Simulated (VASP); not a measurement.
# Zn2SbO3 (P6/mmm) in VASP: notebook

The runs below take Zn2SbO3 through single point, relaxation of cell and atoms, with PBE.

Everything below comes from runs of VASP 6.6.1. Logs are shortened: lines on timing, memory, paths and dates and some standing lists are left out, and cuts for length are marked.

## (1) The cell of the first run

It takes space group P6/mmm (No. 191, hexagonal). Conventional cell: a = 6.244 Å, b = 6.244 Å, c = 3.303 Å, α = 90.00°, β = 90.00°, γ = 120.00°. Within 2.4 Å of Zn (site symmetry -6m2) lie 3 O at 1.80 Å. Sb (site symmetry 6/mmm) has 6 O at 3.12 Å and 2 Sb at 3.30 Å and 6 Zn at 3.60 Å within 4.1 Å. Within 2.4 Å of O (site symmetry mmm) lie 2 Zn at 1.80 Å.

## (2) Single point, PBE

Contents of INCAR:

```
PREC     = Accurate       # precision mode
ENCUT    = 520            # plane-wave cutoff, eV
EDIFF    = 1E-7           # SCF threshold, eV
ISMEAR   = 0              # smearing method
SIGMA    = 0.1            # smearing width, eV
LREAL    = False          # projectors in reciprocal space
LASPH    = True           # aspherical terms in the spheres
NELM     = 100            # most SCF steps
ALGO     = Normal         # electronic algorithm
ISIF     = 2              # what is computed and relaxed
LWAVE    = False          # write WAVECAR
LCHARG   = True           # write CHGCAR
GGA      = PE             # functional
LELF     = True           # ELF
LVHAR    = True         
NBANDS   = 32             # bands
```

Contents of KPOINTS:

```
Automatic mesh
0
Gamma
  3 3 6
```

Contents of POSCAR:

```
Zn2SbO3
1.0
    6.2440343575      0.0000000000      0.0000000000
   -3.1220171788      5.4074923757      0.0000000000
    0.0000000000      0.0000000000      3.3028325670
Zn Sb O
2 1 3
Direct
    0.3333333333      0.6666666667      0.0000000000
    0.6666666667      0.3333333333      0.0000000000
    0.0000000000      0.0000000000      0.0000000000
    0.5000000000      0.0000000000      0.0000000000
    0.0000000000      0.5000000000      0.0000000000
    0.5000000000      0.5000000000      0.0000000000
```

Potentials or basis: VASP PAW PBE potentials, release 64 (Zn, Sb, O).

Started as:

```console
> cat potpaw_PBE.64/Zn/POTCAR potpaw_PBE.64/Sb/POTCAR potpaw_PBE.64/O/POTCAR > POTCAR
> mpirun -np 1 vasp_std > vasp.out
```

OUTCAR:

```text
PREC = Accurate
   ENCUT = 520
   EDIFF = 1E-7
   ISMEAR = 0
   LREAL = False
   LASPH = True
   NELM = 100
   ISIF = 2
   GGA = PE

 ion  position               nearest neighbor table
   1  0.333  0.667  0.000-   5 1.80   4 1.80   6 1.80
   2  0.667  0.333  0.000-   5 1.80   4 1.80   6 1.80
   3  0.000  0.000  0.000-
   4  0.500  0.000  0.000-   1 1.80   2 1.80
   5  0.000  0.500  0.000-   1 1.80   2 1.80
   6  0.500  0.500  0.000-   1 1.80   2 1.80

  LATTYP: Found a hexagonal cell.
 ALAT       =     6.2440343575
 C/A-ratio  =     0.5289581027

  Lattice vectors:

 A1 = (   6.2440343575,   0.0000000000,   0.0000000000)
 A2 = (  -3.1220171788,   5.4074923757,   0.0000000000)
 A3 = (   0.0000000000,   0.0000000000,   3.3028325670)

Analysis of symmetry for initial positions (statically):
=====================================================================
 Subroutine PRICEL returns:
 Original cell was already a primitive cell.

 Routine SETGRP: Setting up the symmetry group for a
 hexagonal supercell.

 Subroutine GETGRP returns: Found 24 space group operations
 (whereof 24 operations were pure point group operations)
 out of a pool of 24 trial point group operations.

The static configuration has the point symmetry D_6h.

Analysis of symmetry for dynamics (positions and initial velocities):
=====================================================================
 Subroutine PRICEL returns:
 Original cell was already a primitive cell.

 Routine SETGRP: Setting up the symmetry group for a
 hexagonal supercell.

 Subroutine GETGRP returns: Found 24 space group operations
 (whereof 24 operations were pure point group operations)
 out of a pool of 24 trial point group operations.

The dynamic configuration has the point symmetry D_6h.

 Subroutine INISYM returns: Found 24 space group operations
 (whereof 24 operations are pure point group operations),
 and found     1 'primitive' translations

----------------------------------------------------------------------------------------

                                     Primitive cell

  volume of cell :     111.5187

[... 81 lines left out ...]
   ENCUT  =  520.0 eV  38.22 Ry    6.18 a.u.  11.61 11.61  6.14*2*pi/ulx,y,z
   NELM   =    100;   NELMIN=  2; NELMDL= -5     # of ELM steps
   EDIFF  = 0.1E-06   stopping-criterion for ELM
   LREAL  =      F    real-space projection
   EDIFFG = 0.1E-05   stopping-criterion for IOM
   NSW    =      0    number of steps for IOM
   IBRION =     -1    ionic relax: 0-MD 1-quasi-New 2-CG
   NFREE  =      0    steps in history (QN), initial steepest desc. (CG)
   ISIF   =      2    stress and relaxation
   ISYM   =      2    0-nonsym 1-usesym 2-fastsym
   POTIM  = 0.5000    time-step for ionic-motion
   TEBEG  =    0.0;   TEEND  =   0.0 temperature during run
   PSTRESS=    0.0 pullay stress
   NELECT =      47.0000    total number of electrons
   NUPDOWN=      -1.0000    fix difference up-down
   EMIN   =  10.00;   EMAX   =-10.00  energy-range for DOS
   EFERMI =   0.00;   METHOD = LEGACY
   ISMEAR =     0;   SIGMA  =   0.10  broadening in eV -4-tet -1-fermi 0-gaus
   EFERMI_NEDOS =   21; number of points for ismear=-14 and -15
   IALGO  =     38    algorithm
   IMIX   =      4    mixing-type and parameters
     AMIX     =   0.40;   BMIX     =  1.00
     AMIX_MAG =   1.60;   BMIX_MAG =  1.00
  volume/ion in A,a.u.               =      18.59       125.43
  Fermi-wavevector in a.u.,A,eV,Ry     =   1.227415  2.319479 20.497834  1.506548
  Thomas-Fermi vector in A             =   2.362379
   LORBIT       =      0    0 simple, 1 ext, 2 COOP (PROOUT), +10 PAW based schemes
   GGA     = PE    functional components
   LHFCALC =     F    Hartree Fock is set to
   AEXX    =    0.0000 exact exchange contribution
   IVDW    =     0    specifies the selected vdW correction
   LEPSILON=     F    determine dielectric tensor
   LRPA    =     F    only Hartree local field effects (RPA)
 non-spin polarized calculation
 Gauss-broadening in eV      SIGMA  =   0.10
  energy-cutoff  :      520.00
  volume of cell :      111.52
 maximum number of plane-waves:      3036
 NGX is ok and might be reduce to    48
   NGX = 23   NGY = 23   NGZ = 13

 number of electron      46.9999997 magnetization

 Free energy of the ion-electron system (eV)
  ---------------------------------------------------
  ext. energy  EPLUGINS =         0.00000000
  ---------------------------------------------------
  free energy    TOTEN  =       -23.78338751 eV

  energy without entropy =      -23.77010036  energy(sigma->0) =      -23.77674393

 E-fermi :   1.0256     XC(G=0):  -9.0884

 val. band max:        0.9766883819   @ k =   0.0000   0.0000   0.5000
 cond. band min:       1.0613753097   @ k =   0.3333  -0.0000   0.0000
 fundamental gap:      0.0846869277
 Fermi energy:         1.0256000608

 k-point     1 :       0.0000    0.0000    0.0000
  band No.  band energies     occupation
      1     -16.3178      2.00000
      2     -15.7659      2.00000
      3     -15.7659      2.00000
      4      -8.3511      2.00000
      5      -5.7164      2.00000
      6      -5.2417      2.00000
[... 409 lines left out ...]
     31       9.8095      0.00000
     32       9.8095      0.00000

------------------------ aborting loop because EDIFF is reached ----------------------------------------

  FORCE on cell =-STRESS in cart. coord.  units (eV):
  Direction    XX          YY          ZZ          XY          YZ          ZX
  --------------------------------------------------------------------------------------
  -------------------------------------------------------------------------------------
  Total        0.6799732      0.6799732     -0.1438775     -0.0000000      0.0000000      0.0000000
  in kB        9.7691021      9.7691021     -2.0670725     -0.0000000      0.0000000      0.0000000
  external PRESSURE =       5.8237106 kB  Pullay stress =       0.0000000 kB

 VOLUME and BASIS-vectors are now :
 -----------------------------------------------------------------------------
  energy-cutoff  :      520.00
  volume of cell :      111.52
      direct lattice vectors                 reciprocal lattice vectors
     6.244034358  0.000000000  0.000000000     0.160152866  0.092464301  0.000000000
    -3.122017179  5.407492376  0.000000000     0.000000000  0.184928601  0.000000000
     0.000000000  0.000000000  3.302832567     0.000000000  0.000000000  0.302770419

 POSITION                                       TOTAL-FORCE (eV/Angst)
 -----------------------------------------------------------------------------------
     -0.00000      3.60499      0.00000        -0.000000     -0.000000      0.000000
      3.12202      1.80250      0.00000         0.000000      0.000000      0.000000
      0.00000      0.00000      0.00000        -0.000000      0.000000      0.000000
      3.12202      0.00000      0.00000        -0.000000      0.000000      0.000000
     -1.56101      2.70375      0.00000        -0.000000      0.000000      0.000000
      1.56101      2.70375      0.00000        -0.000000      0.000000      0.000000
 -----------------------------------------------------------------------------------
    total drift:                               -0.000000      0.000000      0.000000

  FREE ENERGIE OF THE ION-ELECTRON SYSTEM (eV)
  ---------------------------------------------------
  free  energy   TOTEN  =       -23.7833875063 eV

  energy  without entropy=      -23.7701003636  energy(sigma->0) =      -23.77674393
```

OSZICAR:

```text
N       E                     dE             d eps       ncg     rms          rms(c)
DAV:   1     0.418563504273E+03    0.41856E+03   -0.21414E+04   768   0.162E+03
DAV:   2     0.279546933961E+02   -0.39061E+03   -0.36062E+03   840   0.399E+02
DAV:   3    -0.301746738028E+02   -0.58129E+02   -0.56460E+02   912   0.153E+02
DAV:   4    -0.320388615755E+02   -0.18642E+01   -0.18603E+01   848   0.299E+01
DAV:   5    -0.320587586996E+02   -0.19897E-01   -0.19893E-01   920   0.308E+00    0.233E+01
DAV:   6    -0.243264439295E+02    0.77323E+01   -0.29849E+01  1288   0.886E+01    0.139E+01
DAV:   7    -0.240118715754E+02    0.31457E+00   -0.73823E+00   904   0.204E+01    0.936E+00
DAV:   8    -0.238106458391E+02    0.20123E+00   -0.11987E+00   992   0.902E+00    0.244E+00
DAV:   9    -0.237880836158E+02    0.22562E-01   -0.28208E-01   968   0.964E+00    0.755E-01
DAV:  10    -0.237862422174E+02    0.18414E-02   -0.23650E-02   984   0.248E+00    0.426E-01
DAV:  11    -0.237834467848E+02    0.27954E-02   -0.15687E-02   848   0.678E-01    0.151E-01
DAV:  12    -0.237834106296E+02    0.36155E-04   -0.15537E-03   936   0.227E-01    0.630E-02
DAV:  13    -0.237833711432E+02    0.39486E-04   -0.32699E-04  1024   0.133E-01    0.270E-02
DAV:  14    -0.237833886085E+02   -0.17465E-04   -0.99455E-05   872   0.725E-02    0.115E-02
DAV:  15    -0.237833876699E+02    0.93858E-06   -0.16801E-05   888   0.350E-02    0.528E-03
DAV:  16    -0.237833877653E+02   -0.95331E-07   -0.29450E-06   904   0.103E-02    0.394E-03
DAV:  17    -0.237833874853E+02    0.27991E-06   -0.74315E-07   800   0.407E-03    0.760E-04
DAV:  18    -0.237833875063E+02   -0.20987E-07   -0.52209E-08   496   0.149E-03
   1 F= -.23783388E+02 E0= -.23776744E+02  d E =-.132871E-01
```

It took 70 s on 1 thread of Intel Xeon Platinum 8259CL at 2.50GHz (Skylake/Cascade Lake), shared host; peak memory 0.25 GiB.

Results:

```yaml
Free_energy: -23.7834 eV
Pressure: 0.6 GPa
```

Stress tensor (GPa, compression positive):
```
 0.98  0.00  0.00
 0.00  0.98  0.00
 0.00  0.00 -0.21
```

Caveat: the k points lie up to 0.39 Å⁻¹ apart; spin-orbit coupling is left out, which moves the levels of the heavy elements; an odd number of electrons without spin polarisation forces a metal; a magnetic or distorted state may lie lower.

(Part 1 of 2 ends here.)
